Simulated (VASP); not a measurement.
Set up this calculation in VASP 6.6.1, as the native input.

```yaml
Task: single point
Functional: PBE
Potentials_or_basis: VASP PAW PBE potentials, release 64 (Ca_sv, Zn)
Cutoff: 520 eV
k_mesh: 6 × 6 × 8
Occupations: gaussian, width 0.1 eV
Spin: no spin polarisation
Dipole_correction: no
Further_INCAR_settings: ALGO = Fast; EDIFF = 1e-06; NBANDS = 57
```

The structure of CaZn7 lies in POSCAR:

```
CaZn7
1.0
    6.8121126039      0.0000000000      0.0000000000
   -3.4060563020      5.8994625684      0.0000000000
    0.0000000000      0.0000000000      5.7541500302
Ca Zn
1 7
Direct
    0.0000000000      0.0000000000      0.0000000000
    0.2126515846      0.7873484154      0.5000000000
    0.2126515846      0.4253031693      0.5000000000
    0.5746968307      0.7873484154      0.5000000000
    0.7873484154      0.2126515846      0.5000000000
    0.7873484154      0.5746968307      0.5000000000
    0.4253031693      0.2126515846      0.5000000000
    0.0000000000      0.0000000000      0.5000000000
```

The cell was built from a structure type or drawn by symmetry, and may not be a known phase.

The input as run:

INCAR

```
SYSTEM = CaZn7
PREC     = Accurate       ! precision mode
ENCUT    = 520            ! plane-wave cutoff, eV
EDIFF    = 1E-6           ! SCF threshold, eV
ISMEAR   = 0              ! smearing method
SIGMA    = 0.1            ! smearing width, eV
LREAL    = .FALSE.        ! projectors in reciprocal space
LASPH    = .TRUE.         ! aspherical terms in the spheres
NELM     = 80             ! most SCF steps
ALGO     = Fast           ! electronic algorithm
ISIF     = 2              ! what is computed and relaxed
LWAVE    = .FALSE.        ! write WAVECAR
LCHARG   = .FALSE.        ! write CHGCAR
GGA      = PE             ! functional
NBANDS   = 57             ! bands
```

KPOINTS

```
Automatic mesh
0
G
  6 6 8
  0 0 0
```

Potentials or basis: VASP PAW PBE potentials, release 64 (Ca_sv, Zn).

Command:

```sh
$ cat potpaw_PBE.64/Ca_sv/POTCAR potpaw_PBE.64/Zn/POTCAR > POTCAR
$ mpirun -np 1 vasp_std > vasp.out
```

It gave:

```
Pressure               : 0.2 GPa
Band gap on the k mesh : zero (bands 47 and 48 overlap by 0.75 eV)
```

Wall time 23 min on 1 thread of Oxide Virtual Turin-like Processor (shared host), peak memory 0.54 GiB.
